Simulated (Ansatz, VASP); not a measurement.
# One calculation of AlN, two programs

File POSCAR:

```
AlN
1.0
    0.0000000000      2.1839935596      2.1839935596
    2.1839935596      0.0000000000      2.1839935596
    2.1839935596      2.1839935596      0.0000000000
Al N
1 1
Direct
    0.0000000000      0.0000000000      0.0000000000
    0.7500000000      0.7500000000      0.7500000000
```

INCAR.step1

```
SYSTEM = AlN
PREC = Accurate
ENCUT = 660
ISMEAR = 0
SIGMA = 0.1
LREAL = .False.
LASPH = .True.
NELM = 120
NBANDS = 11
GGA = PE
ALGO = Normal
EDIFF = 1E-5
LWAVE = .True.
LCHARG = .False.
GGA_COMPAT = .False.
```

INCAR.step2

```
SYSTEM = AlN
PREC = Accurate
ENCUT = 660
EDIFF = 1E-6
ISMEAR = 0
SIGMA = 0.1
LREAL = .False.
LASPH = .True.
NELM = 120
ALGO = Normal
ISIF = 2
LWAVE = .False.
LCHARG = .True.
METAGGA = R2SCAN
LMIXTAU = .True.
LELF = .True.
LVHAR = .True.
NBANDS = 11
ISTART = 1
GGA_COMPAT = .False.
```

KPOINTS

```
Automatic mesh
0
Gamma
  8 8 8
  0 0 0
```

Input for Ansatz:

```yaml
crystal:
  lattice:
    - [0.0, 2.1839935596, 2.1839935596]
    - [2.1839935596, 0.0, 2.1839935596]
    - [2.1839935596, 2.1839935596, 0.0]
  atoms:
    - { symbol: Al, position: [0.0, 0.0, 0.0] }
    - { symbol: "N", position: [0.75, 0.75, 0.75] }
basis:
  ecutwfc: 500
kpoints:
  mp_grid: { grid: [8, 8, 8] }
hamiltonian:
  xc: r2scan
scf:
  occupations: { method: gaussian, width: 0.1 }
output:
  forces: true
  stress: true
  eigenvalues: true
```

Alike in both runs: task single point; functional r2SCAN; k mesh 8 × 8 × 8; occupations gaussian, width 0.1 eV; no spin polarisation.

|  | VASP | Ansatz |
| --- | --- | --- |
| version | VASP 6.6.1 | Ansatz 0.2.0 |
| potentials or method | VASP PAW PBE potentials, release 64 (Al, N), cutoff 660 eV | scalar-relativistic, plane waves, PAW |
| valence electrons in the cell | 8 | 8 |

```csv
,VASP,Ansatz,Ansatz less VASP
gap on the k mesh at the Fermi level (eV),3.93,3.94,+0.008
least direct gap on the mesh (eV),4.89,4.85,-0.039
pressure (GPa),-0.1,0.3,+0.36
```

VASP's potentials were made for PBE, not for r2SCAN.
